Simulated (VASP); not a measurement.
# SnSe (Pnma) in VASP: single point with PBE

Aim: the single point of SnSe with PBE.

All numbers are computed with VASP 6.6.1; they aren't measurements. Logs are shortened: lines on timing, memory, paths and dates and some standing lists are left out, and cuts for length are marked.

## 1. The cell of the first run

The structure is orthorhombic, space group Pnma (No. 62). The conventional cell has a = 11.795 Å, b = 4.207 Å, c = 4.567 Å, α = 90.00°, β = 90.00°, γ = 90.00°. Within 3.8 Å of Sn (site symmetry m) lie 6 Se at 2.79 to 3.55 Å and 2 Sn at 3.71 Å. Se (site symmetry m) has 6 Sn at 2.79 to 3.55 Å within 3.7 Å.

## 2. Single point, PBE

Input file INCAR:

```
SYSTEM = SnSe
PREC = Accurate
ENCUT = 500
EDIFF = 1E-6
ISMEAR = 0
SIGMA = 0.01
LREAL = .False.
LASPH = .True.
NELM = 120
ALGO = Normal
ISIF = 2
LWAVE = .False.
LCHARG = .True.
GGA = PE
LELF = .True.
LVHAR = .True.
NBANDS = 50
GGA_COMPAT = .False.
```

Input file KPOINTS:

```
Automatic mesh
0
Gamma
  4 6 6
  0 0 0
```

Input file POSCAR:

```
SnSe
1.0
   11.7946773229      0.0000000000      0.0000000000
    0.0000000000      4.2066754330      0.0000000000
    0.0000000000      0.0000000000      4.5672217991
Sn Se
4 4
Direct
    0.1214576648      0.2500000000      0.1166829150
    0.3785423352      0.7500000000      0.6166829150
    0.6214576648      0.2500000000      0.3833170850
    0.8785423352      0.7500000000      0.8833170850
    0.3548770630      0.2500000000      0.0239161593
    0.1451229370      0.7500000000      0.5239161593
    0.8548770630      0.2500000000      0.4760838407
    0.6451229370      0.7500000000      0.9760838407
```

Potentials or basis: VASP PAW PBE potentials, release 64 (Sn_d, Se).

Started as:

```bash
$ cat potpaw_PBE.64/Sn_d/POTCAR potpaw_PBE.64/Se/POTCAR > POTCAR
$ mpirun -np 1 vasp_std > vasp.out
```

OUTCAR:

```text
SYSTEM = SnSe
   PREC = Accurate
   ENCUT = 500
   EDIFF = 1E-6
   ISMEAR = 0
   LREAL = .False.
   LASPH = .True.
   NELM = 120
   ISIF = 2
   GGA = PE

 ion  position               nearest neighbor table
   1  0.121  0.250  0.117-   5 2.79   6 2.82   6 2.82   4 3.71   4 3.71
   2  0.379  0.750  0.617-   6 2.79   5 2.82   5 2.82   3 3.71   3 3.71
   3  0.621  0.250  0.383-   7 2.79   8 2.82   8 2.82   2 3.71   2 3.71
   4  0.879  0.750  0.883-   8 2.79   7 2.82   7 2.82   1 3.71   1 3.71
   5  0.355  0.250  0.024-   1 2.79   2 2.82   2 2.82
   6  0.145  0.750  0.524-   2 2.79   1 2.82   1 2.82
   7  0.855  0.250  0.476-   3 2.79   4 2.82   4 2.82
   8  0.645  0.750  0.976-   4 2.79   3 2.82   3 2.82

  LATTYP: Found a simple orthorhombic cell.
 ALAT       =     4.2066754330
 B/A-ratio  =     1.0857081493
 C/A-ratio  =     2.8038001768

  Lattice vectors:

 A1 = (   0.0000000000,   4.2066754330,   0.0000000000)
 A2 = (   0.0000000000,   0.0000000000,   4.5672217991)
 A3 = (  11.7946773229,   0.0000000000,   0.0000000000)

Analysis of symmetry for initial positions (statically):
=====================================================================
 Subroutine PRICEL returns:
 Original cell was already a primitive cell.

 Routine SETGRP: Setting up the symmetry group for a
 simple orthorhombic supercell.

 Subroutine GETGRP returns: Found  8 space group operations
 (whereof  2 operations were pure point group operations)
 out of a pool of  8 trial point group operations.

The static configuration has the point symmetry S_2 .
 The point group associated with its full space group is D_2h.

Analysis of symmetry for dynamics (positions and initial velocities):
=====================================================================
 Subroutine PRICEL returns:
 Original cell was already a primitive cell.

 Routine SETGRP: Setting up the symmetry group for a
 simple orthorhombic supercell.

 Subroutine GETGRP returns: Found  8 space group operations
 (whereof  2 operations were pure point group operations)
 out of a pool of  8 trial point group operations.

The dynamic configuration has the point symmetry S_2 .
 The point group associated with its full space group is D_2h.

 Subroutine INISYM returns: Found  8 space group operations
 (whereof  2 operations are pure point group operations),
 and found     1 'primitive' translations

----------------------------------------------------------------------------------------

                                     Primitive cell

  volume of cell :     226.6090

  direct lattice vectors                    reciprocal lattice vectors
    11.794677323  0.000000000  0.000000000     0.084784007  0.000000000  0.000000000
     0.000000000  4.206675433  0.000000000     0.000000000  0.237717413  0.000000000
     0.000000000  0.000000000  4.567221799     0.000000000  0.000000000  0.218951486

  length of vectors
    11.794677323  4.206675433  4.567221799     0.084784007  0.237717413  0.218951486

  position of ions in fractional coordinates (direct lattice)
     0.121457665  0.250000000  0.116682915
     0.378542335  0.750000000  0.616682915
     0.621457665  0.250000000  0.383317085
     0.878542335  0.750000000  0.883317085
     0.354877063  0.250000000  0.023916159
     0.145122937  0.750000000  0.523916159
     0.854877063  0.250000000  0.476083841
     0.645122937  0.750000000  0.976083841

  ion indices of the primitive-cell ions
   primitive index   ion index
                 1           1
                 2           2
                 3           3
                 4           4
                 5           5
                 6           6
                 7           7
                 8           8

----------------------------------------------------------------------------------------

 KPOINTS: Automatic mesh

Automatic generation of k-mesh.
 Grid dimensions read from file:
 generate k-points for:    4    6    6

 Generating k-lattice:

  Cartesian coordinates                     Fractional coordinates (reciprocal lattice)
     0.021196002  0.000000000  0.000000000     0.250000000  0.000000000  0.000000000
     0.000000000  0.039619569  0.000000000     0.000000000  0.166666667  0.000000000
     0.000000000  0.000000000  0.036491914     0.000000000  0.000000000  0.166666667

  Length of vectors
     0.021196002  0.039619569  0.036491914

  Shift w.r.t. Gamma in fractional coordinates (k-lattice)
     0.000000000  0.000000000  0.000000000

 Subroutine IBZKPT returns following result:
 ===========================================

 Found     48 irreducible k-points:

 Following reciprocal coordinates:
            Coordinates               Weight
  0.000000  0.000000  0.000000      1.000000
  0.250000  0.000000  0.000000      2.000000
  0.500000  0.000000  0.000000      1.000000
  0.000000  0.166667  0.000000      2.000000
  0.250000  0.166667  0.000000      4.000000
  0.500000  0.166667  0.000000      2.000000
[... 16 lines left out ...]
  0.250000  0.500000  0.166667      4.000000
  0.500000  0.500000  0.166667      2.000000
 [... further k-points ...]
   k-points           NKPTS =     48   k-points in BZ     NKDIM =     48   number of bands    NBANDS=     50
   number of dos      NEDOS =    301   number of ions     NIONS =      8
   total plane-waves  NPLWV = 103680
   dimension x,y,z NGX =    90 NGY =   32 NGZ =   36
   dimension x,y,z NGXF=   180 NGYF=   64 NGZF=   72
   ions per type =               4   4
   NGX,Y,Z   is equivalent  to a cutoff of  12.69, 12.65, 13.10 a.u.
   NGXF,Y,Z  is equivalent  to a cutoff of  25.37, 25.29, 26.21 a.u.
 SYSTEM =  SnSe
   PREC   = accura    normal or accurate (medium, high low for compatibility)
   ISTART =      0    job   : 0-new  1-cont  2-samecut
   ICHARG =      2    charge: 1-file 2-atom 10-const
   ISPIN  =      1    spin polarized calculation?
   LNONCOLLINEAR =      F non collinear calculations
   LSORBIT =      F    spin-orbit coupling
   LASPH  =      T    aspherical Exc in radial PAW
   ENCUT  =  500.0 eV  36.75 Ry    6.06 a.u.  21.50  7.67  8.33*2*pi/ulx,y,z
   NELM   =    120;   NELMIN=  2; NELMDL= -5     # of ELM steps
   EDIFF  = 0.1E-05   stopping-criterion for ELM
   LREAL  =      F    real-space projection
   EDIFFG = 0.1E-04   stopping-criterion for IOM
   NSW    =      0    number of steps for IOM
   IBRION =     -1    ionic relax: 0-MD 1-quasi-New 2-CG
   NFREE  =      0    steps in history (QN), initial steepest desc. (CG)
   ISIF   =      2    stress and relaxation
   ISYM   =      2    0-nonsym 1-usesym 2-fastsym
   POTIM  = 0.5000    time-step for ionic-motion
   TEBEG  =    0.0;   TEEND  =   0.0 temperature during run
   PSTRESS=    0.0 pullay stress
   NELECT =      80.0000    total number of electrons
   NUPDOWN=      -1.0000    fix difference up-down
   EMIN   =  10.00;   EMAX   =-10.00  energy-range for DOS
   EFERMI =   0.00;   METHOD = LEGACY
   ISMEAR =     0;   SIGMA  =   0.01  broadening in eV -4-tet -1-fermi 0-gaus
   EFERMI_NEDOS =   21; number of points for ismear=-14 and -15
   IALGO  =     38    algorithm
   IMIX   =      4    mixing-type and parameters
     AMIX     =   0.40;   BMIX     =  1.00
     AMIX_MAG =   1.60;   BMIX_MAG =  1.00
  volume/ion in A,a.u.               =      28.33       191.15
  Fermi-wavevector in a.u.,A,eV,Ry     =   1.157033  2.186475 18.214466  1.338726
  Thomas-Fermi vector in A             =   2.293648
   LORBIT       =      0    0 simple, 1 ext, 2 COOP (PROOUT), +10 PAW based schemes
   GGA     = PE    functional components
   LHFCALC =     F    Hartree Fock is set to
   AEXX    =    0.0000 exact exchange contribution
   IVDW    =     0    specifies the selected vdW correction
   LEPSILON=     F    determine dielectric tensor
   LRPA    =     F    only Hartree local field effects (RPA)
 non-spin polarized calculation
 Gauss-broadening in eV      SIGMA  =   0.01
  energy-cutoff  :      500.00
  volume of cell :      226.61
 maximum number of plane-waves:      5813
 NGX is ok and might be reduce to    90
   NGX = 43   NGY = 15   NGZ = 17

 number of electron      79.9999978 magnetization

 Free energy of the ion-electron system (eV)
  ---------------------------------------------------
  ext. energy  EPLUGINS =         0.00000000
  ---------------------------------------------------
  free energy    TOTEN  =       -32.89084569 eV

  energy without entropy =      -32.89084569  energy(sigma->0) =      -32.89084569

 E-fermi :   4.8572     XC(G=0):  -9.4148

 val. band max:        4.7971041556   @ k =   0.0000   0.0000   0.3333
 cond. band min:       5.4313573000   @ k =   0.0000   0.3333   0.0000
 fundamental gap:      0.6342531444
 Fermi energy:         4.8571970986

 k-point     1 :       0.0000    0.0000    0.0000
  band No.  band energies     occupation
      1     -16.4919      2.00000
      2     -16.4843      2.00000
      3     -16.4804      2.00000
      4     -16.4783      2.00000
      5     -16.4777      2.00000
      6     -16.4751      2.00000
[... 42 lines left out ...]
     49       9.4316      0.00000
     50       9.5077      0.00000

 k-point     2 :       0.2500    0.0000    0.0000
  band No.  band energies     occupation
      1     -16.4910      2.00000
      2     -16.4857      2.00000
      3     -16.4799      2.00000
      4     -16.4780      2.00000
      5     -16.4780      2.00000
      6     -16.4763      2.00000
[... 42 lines left out ...]
     49       9.5626      0.00000
     50       9.7386      0.00000

 k-point     3 :       0.5000    0.0000    0.0000
  band No.  band energies     occupation
      1     -16.4885      2.00000
      2     -16.4885      2.00000
      3     -16.4789      2.00000
      4     -16.4789      2.00000
      5     -16.4773      2.00000
      6     -16.4773      2.00000
[... 1102 lines left out ...]
     49       8.7099      0.00000
     50       8.7124      0.00000

 k-point    24 :       0.5000    0.5000    0.1667
  band No.  band energies     occupation
      1     -16.4884      2.00000
      2     -16.4884      2.00000
      3     -16.4884      2.00000
      4     -16.4884      2.00000
      5     -16.4678      2.00000
      6     -16.4678      2.00000
[... 42 lines left out ...]
     49       8.6849      0.00000
     50       8.6849      0.00000

 [... further k-points ...]

------------------------ aborting loop because EDIFF is reached ----------------------------------------

  FORCE on cell =-STRESS in cart. coord.  units (eV):
  Direction    XX          YY          ZZ          XY          YZ          ZX
  --------------------------------------------------------------------------------------
  -------------------------------------------------------------------------------------
  Total        0.0424754      0.0281254      0.0180585      0.0000000      0.0000000      0.0000000
  in kB        0.3003109      0.1988532      0.1276779      0.0000000      0.0000000      0.0000000
  external PRESSURE =       0.2089473 kB  Pullay stress =       0.0000000 kB

 VOLUME and BASIS-vectors are now :
 -----------------------------------------------------------------------------
  energy-cutoff  :      500.00
  volume of cell :      226.61
      direct lattice vectors                 reciprocal lattice vectors
    11.794677323  0.000000000  0.000000000     0.084784007  0.000000000  0.000000000
     0.000000000  4.206675433  0.000000000     0.000000000  0.237717413  0.000000000
     0.000000000  0.000000000  4.567221799     0.000000000  0.000000000  0.218951486

 POSITION                                       TOTAL-FORCE (eV/Angst)
 -----------------------------------------------------------------------------------
      1.43255      1.05167      0.53292        -0.012908     -0.000000     -0.010519
      4.46478      3.15501      2.81653         0.012908      0.000000     -0.010519
      7.32989      1.05167      1.75069        -0.012908      0.000000      0.010519
     10.36212      3.15501      4.03431         0.012908      0.000000      0.010519
      4.18566      1.05167      0.10923         0.006703     -0.000000      0.010147
      1.71168      3.15501      2.39284        -0.006703     -0.000000      0.010147
     10.08300      1.05167      2.17438         0.006703     -0.000000     -0.010147
      7.60902      3.15501      4.45799        -0.006703      0.000000     -0.010147
 -----------------------------------------------------------------------------------
    total drift:                                0.000000      0.000000     -0.000000

  FREE ENERGIE OF THE ION-ELECTRON SYSTEM (eV)
  ---------------------------------------------------
  free  energy   TOTEN  =       -32.8908456851 eV

  energy  without entropy=      -32.8908456851  energy(sigma->0) =      -32.89084569
```

It took 12 min on 1 thread of Oxide Virtual Turin-like, shared host; peak memory 0.52 GiB.

What came out:

- Free energy: -32.8908 eV
- Pressure: 0.0 GPa
- Largest force: 0.017 eV/Å
- Band gap on the k mesh: 0.63 eV (least direct gap 0.87 eV)

Forces on the atoms (eV/Å):
```
Sn  -0.013  0.000 -0.011
Sn   0.013  0.000 -0.011
Sn  -0.013  0.000  0.011
Sn   0.013  0.000  0.011
Se   0.007  0.000  0.010
Se  -0.007  0.000  0.010
Se   0.007  0.000 -0.010
Se  -0.007  0.000 -0.010
```

Caveat: semilocal functionals underestimate gaps, and a narrow one can read as zero; spin-orbit coupling is left out, which moves the levels of the heavy elements. A k mesh can miss the band edges.
